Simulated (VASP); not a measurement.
A run of VASP 6.6.1 is set up as follows.

File INCAR:

```
PREC = Accurate
ENCUT = 520
EDIFF = 1E-6
ISMEAR = -1
SIGMA = 0.1
LREAL = F
LASPH = T
NELM = 100
ALGO = Normal
ISIF = 2
LWAVE = F
LCHARG = F
GGA = PE
NBANDS = 16
```

File KPOINTS:

```
regular mesh
0
Gamma
  6 6 6
```

Contents of POSCAR:

```
CdSe
1.0
    0.0000000000      3.0065376433      3.0065376433
    3.0065376433      0.0000000000      3.0065376433
    3.0065376433      3.0065376433      0.0000000000
Cd Se
1 1
Direct
    0.0000000000      0.0000000000      0.0000000000
    0.7500000000      0.7500000000      0.7500000000
```

Potentials or basis: VASP PAW PBE potentials, release 64 (Cd, Se).

Command:

```sh
$ cat potpaw_PBE.64/Cd/POTCAR potpaw_PBE.64/Se/POTCAR > POTCAR
$ mpirun -np 1 vasp_std > vasp.out
```

Predict the band gap on the k mesh.

0.68 eV, direct.

Predict the pressure.

5.4 GPa.

As with any semilocal functional, this PBE gap is likely too small.
